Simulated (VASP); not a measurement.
# AlCu3 (Fm-3m) in VASP: further runs

The runs below take AlCu3 through single point, with r2SCAN.

Everything below comes from runs of VASP 6.6.1. Logs are shortened: lines on timing, memory, paths and dates and some standing lists are left out, and cuts for length are marked.

### Step 1. The cell of the first run

It takes space group Fm-3m (No. 225, cubic). Conventional cell: a = 5.723 Å, b = 5.723 Å, c = 5.723 Å, α = 90.00°, β = 90.00°, γ = 90.00°. Al (site symmetry m-3m) has 14 Cu at 2.48 to 2.86 Å within 3.3 Å. Within 3.3 Å of Cu (site symmetry m-3m) lie 8 Cu at 2.48 Å and 6 Al at 2.86 Å. Within 3.3 Å of Cu (site symmetry -43m) lie 4 Al at 2.48 Å and 10 Cu at 2.48 to 2.86 Å.

### Step 2. Single point, r2SCAN (volume scaled by 0.97)

File POSCAR:

```
AlCu3
1.0
    0.0000000000      2.8614708121      2.8614708121
    2.8614708121      0.0000000000      2.8614708121
    2.8614708121      2.8614708121      0.0000000000
Al Cu
1 3
Direct
    0.0000000000      0.0000000000      0.0000000000
    0.5000000000      0.5000000000      0.5000000000
    0.2500000000      0.2500000000      0.2500000000
    0.7500000000      0.7500000000      0.7500000000
```

File INCAR.step1:

```
  ALGO = Normal
  EDIFF = 1E-4
  ENCUT = 520
  GGA = PE
  ISMEAR = 0
  LASPH = True
  LCHARG = False
  LREAL = False
  LWAVE = True
  NBANDS = 26
  NELM = 100
  PREC = Accurate
  SIGMA = 0.1
```

File INCAR.step2:

```
  ALGO = Normal
  EDIFF = 1E-6
  ENCUT = 520
  ISIF = 2
  ISMEAR = 0
  ISTART = 1
  LASPH = True
  LCHARG = False
  LMIXTAU = True
  LREAL = False
  LWAVE = False
  METAGGA = R2SCAN
  NBANDS = 26
  NELM = 100
  PREC = Accurate
  SIGMA = 0.1
```

File KPOINTS:

```
k-points
0
Gamma
  12 12 12
```

Potentials or basis: VASP PAW PBE potentials, release 64 (Al, Cu).

Command:

```console
> cat potpaw_PBE.64/Al/POTCAR potpaw_PBE.64/Cu/POTCAR > POTCAR
> cp INCAR.step1 INCAR
> mpirun -np 1 vasp_std > vasp.out
> cp INCAR.step2 INCAR
> mpirun -np 1 vasp_std > vasp.out
```

OUTCAR:

```text
EDIFF = 1E-6
   ENCUT = 520
   ISIF = 2
   ISMEAR = 0
   ISTART = 1
   LASPH = True
   LREAL = False
   METAGGA = R2SCAN
   NELM = 100
   PREC = Accurate

 ion  position               nearest neighbor table
   1  0.000  0.000  0.000-   4 2.48   3 2.48   4 2.48   3 2.48   4 2.48   4 2.48   3 2.48   3 2.48
                             2 2.86   2 2.86   2 2.86   2 2.86   2 2.86   2 2.86
   2  0.500  0.500  0.500-   3 2.48   4 2.48   3 2.48   3 2.48   4 2.48   3 2.48   4 2.48   4 2.48
                             1 2.86   1 2.86   1 2.86   1 2.86   1 2.86   1 2.86
   3  0.250  0.250  0.250-   1 2.48   2 2.48   1 2.48   1 2.48   2 2.48   1 2.48   2 2.48   2 2.48

   4  0.750  0.750  0.750-   2 2.48   1 2.48   2 2.48   1 2.48   2 2.48   2 2.48   1 2.48   1 2.48

  LATTYP: Found a face centered cubic cell.
 ALAT       =     5.7229416242

  Lattice vectors:

 A1 = (   0.0000000000,   2.8614708121,   2.8614708121)
 A2 = (   2.8614708121,   0.0000000000,   2.8614708121)
 A3 = (   2.8614708121,   2.8614708121,   0.0000000000)

Analysis of symmetry for initial positions (statically):
=====================================================================
 Subroutine PRICEL returns:
 Original cell was already a primitive cell.

 Routine SETGRP: Setting up the symmetry group for a
 face centered cubic supercell.

 Subroutine GETGRP returns: Found 48 space group operations
 (whereof 48 operations were pure point group operations)
 out of a pool of 48 trial point group operations.

The static configuration has the point symmetry O_h .

Analysis of symmetry for dynamics (positions and initial velocities):
=====================================================================
 Subroutine PRICEL returns:
 Original cell was already a primitive cell.

 Routine SETGRP: Setting up the symmetry group for a
 face centered cubic supercell.

 Subroutine GETGRP returns: Found 48 space group operations
 (whereof 48 operations were pure point group operations)
 out of a pool of 48 trial point group operations.

The dynamic configuration has the point symmetry O_h .

 Subroutine INISYM returns: Found 48 space group operations
 (whereof 48 operations are pure point group operations),
 and found     1 'primitive' translations

----------------------------------------------------------------------------------------

                                     Primitive cell

  volume of cell :      46.8595

  direct lattice vectors                    reciprocal lattice vectors
     0.000000000  2.861470812  2.861470812    -0.174735314  0.174735314  0.174735314
     2.861470812  0.000000000  2.861470812     0.174735314 -0.174735314  0.174735314
     2.861470812  2.861470812  0.000000000     0.174735314  0.174735314 -0.174735314

  length of vectors
     4.046730831  4.046730831  4.046730831     0.302650441  0.302650441  0.302650441

  position of ions in fractional coordinates (direct lattice)
     0.000000000  0.000000000  0.000000000
     0.500000000  0.500000000  0.500000000
     0.250000000  0.250000000  0.250000000
     0.750000000  0.750000000  0.750000000

  ion indices of the primitive-cell ions
   primitive index   ion index
                 1           1
                 2           2
                 3           3
                 4           4

----------------------------------------------------------------------------------------

 KPOINTS: k-points

Automatic generation of k-mesh.
 Grid dimensions read from file:
 generate k-points for:   12   12   12

 Generating k-lattice:

  Cartesian coordinates                     Fractional coordinates (reciprocal lattice)
    -0.014561276  0.014561276  0.014561276     0.083333333  0.000000000  0.000000000
     0.014561276 -0.014561276  0.014561276     0.000000000  0.083333333  0.000000000
     0.014561276  0.014561276 -0.014561276     0.000000000  0.000000000  0.083333333

  Length of vectors
     0.025220870  0.025220870  0.025220870

  Shift w.r.t. Gamma in fractional coordinates (k-lattice)
     0.000000000  0.000000000  0.000000000

 Subroutine IBZKPT returns following result:
 ===========================================

 Found     72 irreducible k-points:

 Following reciprocal coordinates:
            Coordinates               Weight
  0.000000  0.000000  0.000000      1.000000
  0.083333  0.000000  0.000000      8.000000
  0.166667  0.000000  0.000000      8.000000
  0.250000  0.000000  0.000000      8.000000
  0.333333  0.000000  0.000000      8.000000
  0.416667  0.000000  0.000000      8.000000
[... 16 lines left out ...]
  0.500000  0.166667  0.000000     24.000000
 -0.416667  0.166667  0.000000     24.000000
 [... further k-points ...]
   k-points           NKPTS =     72   k-points in BZ     NKDIM =     72   number of bands    NBANDS=     26
   number of dos      NEDOS =    301   number of ions     NIONS =      4
   total plane-waves  NPLWV =  27000
   dimension x,y,z NGX =    30 NGY =   30 NGZ =   30
   dimension x,y,z NGXF=    60 NGYF=   60 NGZF=   60
   ions per type =               1   3
   NGX,Y,Z   is equivalent  to a cutoff of  12.32, 12.32, 12.32 a.u.
   NGXF,Y,Z  is equivalent  to a cutoff of  24.65, 24.65, 24.65 a.u.
 SYSTEM =  unknown system
   PREC   = accura    normal or accurate (medium, high low for compatibility)
   ISTART =      1    job   : 0-new  1-cont  2-samecut
   ICHARG =      0    charge: 1-file 2-atom 10-const
   ISPIN  =      1    spin polarized calculation?
   LNONCOLLINEAR =      F non collinear calculations
   LSORBIT =      F    spin-orbit coupling
   LASPH  =      T    aspherical Exc in radial PAW
   ENCUT  =  520.0 eV  38.22 Ry    6.18 a.u.   7.52  7.52  7.52*2*pi/ulx,y,z
   NELM   =    100;   NELMIN=  2; NELMDL=  0     # of ELM steps
   EDIFF  = 0.1E-05   stopping-criterion for ELM
   LREAL  =      F    real-space projection
   EDIFFG = 0.1E-04   stopping-criterion for IOM
   NSW    =      0    number of steps for IOM
   IBRION =     -1    ionic relax: 0-MD 1-quasi-New 2-CG
   NFREE  =      0    steps in history (QN), initial steepest desc. (CG)
   ISIF   =      2    stress and relaxation
   ISYM   =      2    0-nonsym 1-usesym 2-fastsym
   POTIM  = 0.5000    time-step for ionic-motion
   TEBEG  =    0.0;   TEEND  =   0.0 temperature during run
   PSTRESS=    0.0 pullay stress
   NELECT =      36.0000    total number of electrons
   NUPDOWN=      -1.0000    fix difference up-down
   EMIN   =  10.00;   EMAX   =-10.00  energy-range for DOS
   EFERMI =   0.00;   METHOD = LEGACY
   ISMEAR =     0;   SIGMA  =   0.10  broadening in eV -4-tet -1-fermi 0-gaus
   EFERMI_NEDOS =   21; number of points for ismear=-14 and -15
   IALGO  =     38    algorithm
   IMIX   =      4    mixing-type and parameters
     AMIX     =   0.40;   BMIX     =  1.00
     AMIX_MAG =   1.60;   BMIX_MAG =  1.00
  volume/ion in A,a.u.               =      11.71        79.06
  Fermi-wavevector in a.u.,A,eV,Ry     =   1.499373  2.833404 30.587520  2.248119
  Thomas-Fermi vector in A             =   2.611011
   LORBIT       =      0    0 simple, 1 ext, 2 COOP (PROOUT), +10 PAW based schemes
   METAGGA = R2SCAN    functional components
   LHFCALC =     F    Hartree Fock is set to
   AEXX    =    0.0000 exact exchange contribution
   IVDW    =     0    specifies the selected vdW correction
   LEPSILON=     F    determine dielectric tensor
   LRPA    =     F    only Hartree local field effects (RPA)
 non-spin polarized calculation
 Gauss-broadening in eV      SIGMA  =   0.10
  energy-cutoff  :      520.00
  volume of cell :       46.86
 maximum number of plane-waves:      1283
   NGX = 15   NGY = 15   NGZ = 15

 number of electron      36.0000013 magnetization

 Free energy of the ion-electron system (eV)
  ---------------------------------------------------
  ext. energy  EPLUGINS =         0.00000000
  ---------------------------------------------------
  free energy    TOTEN  =       -39.93131668 eV

  energy without entropy =      -39.92647231  energy(sigma->0) =      -39.92889449

 E-fermi :   8.8523     XC(G=0): -13.5176

 val. band max:        8.8156961322   @ k =  -0.4167   0.1667   0.0000
 cond. band min:       8.8586027061   @ k =  -0.1667   0.1667   0.0000
 fundamental gap:      0.0429065739
 Fermi energy:         8.8522954750

 k-point     1 :       0.0000    0.0000    0.0000
  band No.  band energies     occupation
      1      -2.4471      2.00000
      2       3.8133      2.00000
      3       3.8133      2.00000
      4       3.9235      2.00000
      5       3.9236      2.00000
      6       3.9236      2.00000
[... 18 lines left out ...]
     25      16.2627      0.00000
     26      16.2627      0.00000

 k-point     2 :       0.0833    0.0000    0.0000
  band No.  band energies     occupation
      1      -2.3441      2.00000
      2       3.7848      2.00000
      3       3.7848      2.00000
      4       3.8842      2.00000
      5       3.9973      2.00000
      6       3.9974      2.00000
[... 18 lines left out ...]
     25      15.8877      0.00000
     26      16.3198      0.00000

 k-point     3 :       0.1667    0.0000    0.0000
  band No.  band energies     occupation
      1      -2.0374      2.00000
      2       3.7652      2.00000
      3       3.7733      2.00000
      4       3.7733      2.00000
      5       4.1369      2.00000
      6       4.1370      2.00000
[... 18 lines left out ...]
     25      15.6626      0.00000
     26      16.9013      0.00000

 k-point     4 :       0.2500    0.0000    0.0000
  band No.  band energies     occupation
      1      -1.5343      2.00000
      2       3.5033      2.00000
      3       3.8026      2.00000
      4       3.8026      2.00000
      5       4.2923      2.00000
      6       4.2923      2.00000
[... 18 lines left out ...]
     25      16.4606      0.00000
     26      17.9704      0.00000
[... 496 lines left out ...]
      1      -0.2550      2.00000
      2       2.7086      2.00000
      3       3.7045      2.00000
      4       4.1205      2.00000
      5       4.2236      2.00000
      6       4.4320      2.00000
[... 18 lines left out ...]
     25      19.9859      0.00000
     26      21.4621      0.00000

 k-point    23 :       0.5000    0.1667    0.0000
  band No.  band energies     occupation
      1       0.5829      2.00000
      2       1.9392      2.00000
      3       3.6497      2.00000
      4       4.1252      2.00000
      5       4.2253      2.00000
      6       4.4857      2.00000
[... 18 lines left out ...]
     25      19.9775      0.00000
     26      21.7481      0.00000

 k-point    24 :      -0.4167    0.1667    0.0000
  band No.  band energies     occupation
      1       0.8427      2.00000
      2       1.6920      2.00000
      3       3.6733      2.00000
      4       4.0570      2.00000
      5       4.2101      2.00000
      6       4.5140      2.00000
[... 18 lines left out ...]
     25      18.5800      0.00000
     26      20.1755      0.00000

 [... further k-points ...]
[... 5 lines left out ...]
  --------------------------------------------------------------------------------------
  -------------------------------------------------------------------------------------
  Total        1.4627149      1.4627149      1.4627149      0.0000000     -0.0000000     -0.0000000
  in kB       50.0117804     50.0117804     50.0117804      0.0000000     -0.0000000     -0.0000000
  external PRESSURE =      50.0117804 kB  Pullay stress =       0.0000000 kB

 VOLUME and BASIS-vectors are now :
 -----------------------------------------------------------------------------
  energy-cutoff  :      520.00
  volume of cell :       46.86
      direct lattice vectors                 reciprocal lattice vectors
     0.000000000  2.861470812  2.861470812    -0.174735314  0.174735314  0.174735314
     2.861470812  0.000000000  2.861470812     0.174735314 -0.174735314  0.174735314
     2.861470812  2.861470812  0.000000000     0.174735314  0.174735314 -0.174735314

 POSITION                                       TOTAL-FORCE (eV/Angst)
 -----------------------------------------------------------------------------------
      0.00000      0.00000      0.00000         0.000000     -0.000000      0.000000
      2.86147      2.86147      2.86147         0.000000     -0.000000      0.000000
      1.43074      1.43074      1.43074         0.000000      0.000000      0.000000
      4.29221      4.29221      4.29221        -0.000000     -0.000000     -0.000000
 -----------------------------------------------------------------------------------
    total drift:                                0.000000     -0.000000      0.000000

  FREE ENERGIE OF THE ION-ELECTRON SYSTEM (eV)
  ---------------------------------------------------
  free  energy   TOTEN  =       -39.9313166766 eV

  energy  without entropy=      -39.9264723051  energy(sigma->0) =      -39.92889449
```

It took 5.2 min on 1 thread of Intel Xeon 6975P-C, shared host; peak memory 0.22 GiB.

What came out:

| Property | Result |
| --- | --- |
| Free energy | -39.9313 eV |
| Pressure | 5.0 GPa |
| Band gap on the k mesh | zero (band 18 reaches 12.80 eV, above the bottom of band 19 at 6.64 eV) |

Levels at points of the mesh, in eV from the Fermi level:
| k point | band 14 | band 15 | band 16 | band 17 | band 18 | band 19 | band 20 | band 21 | band 22 | band 23 |
| --- | --- | --- | --- | --- | --- | --- | --- | --- | --- | --- |
| (0.00, 0.00, 0.00) | -2.76 | -2.64 | -2.64 | 3.95 | 3.95 | 3.95 | 4.44 | 4.44 | 4.44 | 6.17 |
| (0.50, 0.00, 0.00) | -2.75 | -2.58 | -2.58 | -2.27 | 2.82 | 2.82 | 3.12 | 3.12 | 4.22 | 6.21 |
| (0.50, 0.50, 0.00) | -2.48 | -2.48 | -2.43 | -2.35 | -2.35 | -2.21 | 2.24 | 2.72 | 11.66 | 11.66 |

Caveat: the PAW data sets were made with another functional, which shifts forces and pressure a little.

[end of part 1 of 2]
